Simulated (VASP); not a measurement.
Wanted: the native input for a VASP 6.6.1 run.

```yaml
Task: single point
Functional: PBE
Dispersion: D3(BJ)
Potentials_or_basis: VASP PAW PBE potentials, release 64 (O)
Cutoff: 520 eV
k_mesh: 1 × 1 × 1
Occupations: fermi-dirac, width 0.05 eV
Spin: collinear spin, ferromagnetic start
Starting_moments: "[1.0, 1.0, 1.0, 1.0, 1.0, 1.0, 1.0, 1.0, 1.0, 1.0, 1.0, 1.0, 1.0, 1.0, 1.0, 1.0, 1.0, 1.0, 1.0, 1.0, 1.0, 1.0, 1.0, 1.0] μB"
Dipole_correction: no
Further_INCAR_settings: LREAL = Auto; ALGO = Normal; EDIFF = 1e-06; NBANDS = 94
```

The structure of O lies in POSCAR:

```
O
1.0
    8.2621490000      0.0000000000      0.0000000000
    0.0000000000      8.2621490000      0.0000000000
    0.0000000000      0.0000000000      8.2621490000
O
24
Direct
   -0.1128277885      1.0207997943      0.1557948180
   -0.0595002583      0.8817802729      0.1439213938
    0.6885133638      0.3355180353      0.5656276593
    0.7848926472      0.2757151923      0.6599977802
    0.5703842911      0.9656567559      0.5651435238
    0.6478338747      0.9995583474      0.4460945935
    0.1638193647      0.5308183137      0.6962232223
    0.1268072023      0.5006324626      0.5543957147
    0.9379157892      0.7330054203      0.4329261068
    0.8544387181      0.6178416778      0.3936385074
    0.3215507249      0.7144267188      0.3256658770
    0.4434802616      0.6777413479      0.2530818556
    0.5867480724      0.3962528393      0.1646544985
    0.7172104981      0.3288127580      0.1825069967
    0.3701942437      0.3142160714      0.8792385613
    0.2625103953      0.2199790878      0.8575492889
    0.0586167110      0.3898138366      0.1069818518
    0.0166179525      0.4897515162      0.0062090384
    0.6372192029     -0.0355839625     -0.1264077905
    0.5691739522     -0.0295685783      0.0011135118
    0.2018119015      0.0748110449      0.4700229928
    0.2455414445      0.1557343011      0.3571709975
    0.7176341167      0.5774526700      0.8148485340
    0.6069123178      0.6182531930      0.7336468999
```

One way to write it, as run:

INCAR

```
PREC     = Accurate       # precision mode
ENCUT    = 520            # plane-wave cutoff, eV
EDIFF    = 1E-6           # SCF threshold, eV
ISMEAR   = -1             # smearing method
SIGMA    = 0.05           # smearing width, eV
LREAL    = Auto         
LASPH    = T              # aspherical terms in the spheres
NELM     = 150            # most SCF steps
ALGO     = Normal         # electronic algorithm
ISIF     = 2              # what is computed and relaxed
LWAVE    = F              # write WAVECAR
LCHARG   = T              # write CHGCAR
ISPIN    = 2              # spin polarisation
MAGMOM   = 1 1 1 1 1 1 1 1 1 1 1 1 1 1 1 1 1 1 1 1 1 1 1 1 # initial moments
LORBIT   = 11             # projections on sites
GGA      = PE             # functional
IVDW     = 12             # dispersion correction
LELF     = T              # ELF
LVHAR    = T            
NBANDS   = 94             # bands
```

KPOINTS

```
Automatic mesh
0
Gamma
  1 1 1
```

Potentials or basis: VASP PAW PBE potentials, release 64 (O).

The run is started by

```console
$ cat potpaw_PBE.64/O/POTCAR > POTCAR
$ mpirun -np 1 vasp_gam > vasp.out
```

Results of the run:

```
Pressure                                              : 2.6 GPa
Largest force                                         : 4.328 eV/Å
Band gap on the k mesh                                : 1.50 eV
Net moment                                            : 24.00 μB per cell
Site moments                                          : O +0.81, +0.82, +0.80 μB
Valence electrons inside the program's atomic spheres : O 4.89, 4.91, 4.93, 4.92, 4.95, 4.90, 4.97
Dispersion energy per atom                            : -0.032 eV
```

Caveat: the k points lie up to 0.76 Å⁻¹ apart; the standard files for N, O and F lose accuracy on very short bonds.

It took 2.5 min on 1 thread of Intel(R) Xeon(R) Platinum 8488C (Sapphire Rapids) (shared host), peak memory 0.72 GiB.
